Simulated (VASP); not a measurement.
Set up this calculation in VASP 6.6.1, as the native input.

- Task: single point
- Functional: RPBE
- Potentials or basis: VASP PAW PBE potentials, release 64 (Hf_pv)
- Cutoff: 520 eV
- k mesh: 12 × 12 × 12
- Occupations: fermi-dirac, width 0.1 eV
- Spin: no spin polarisation
- Dipole correction: no
- Further INCAR settings: ALGO = Normal; EDIFF = 1e-06; NBANDS = 11

The structure of Hf lies in POSCAR:

```
Hf
1.0
    2.9092898161      0.0000000000      0.0000000000
    0.0000000000      2.9092898161      0.0000000000
    0.0000000000      0.0000000000      2.9092898161
Hf
1
Direct
    0.0000000000      0.0000000000      0.0000000000
```

This cell differs from its parent crystal: volume scaled by 0.96.

One way to write it, as run:

INCAR

```
ALGO     = Normal         # electronic algorithm
EDIFF    = 1E-6           # SCF threshold, eV
ENCUT    = 520            # plane-wave cutoff, eV
GGA      = RP             # functional
ISIF     = 2              # what is computed and relaxed
ISMEAR   = -1             # smearing method
LASPH    = T              # aspherical terms in the spheres
LCHARG   = T              # write CHGCAR
LELF     = T              # ELF
LREAL    = F              # projectors in reciprocal space
LVHAR    = T            
LWAVE    = F              # write WAVECAR
NBANDS   = 11             # bands
NELM     = 80             # most SCF steps
PREC     = Accurate       # precision mode
SIGMA    = 0.1            # smearing width, eV
```

KPOINTS

```
k-points
0
Gamma
  12 12 12
```

Potentials or basis: VASP PAW PBE potentials, release 64 (Hf_pv).

Run with:

```bash
$ cat potpaw_PBE.64/Hf_pv/POTCAR > POTCAR
$ mpirun -np 1 vasp_std > vasp.out
```

Results of the run:

```
Pressure               : 2.8 GPa
Band gap on the k mesh : zero (band 5 reaches 4.86 eV, above the bottom of band 6 at 2.53 eV)
```

Caveat: the PAW data sets were made with another functional, which shifts forces and pressure a little; spin-orbit coupling is left out, which moves the levels of the heavy elements.

It took 8.4 s on 1 thread of Intel Xeon 6975P-C, with other jobs on the host, peak memory 0.15 GiB.
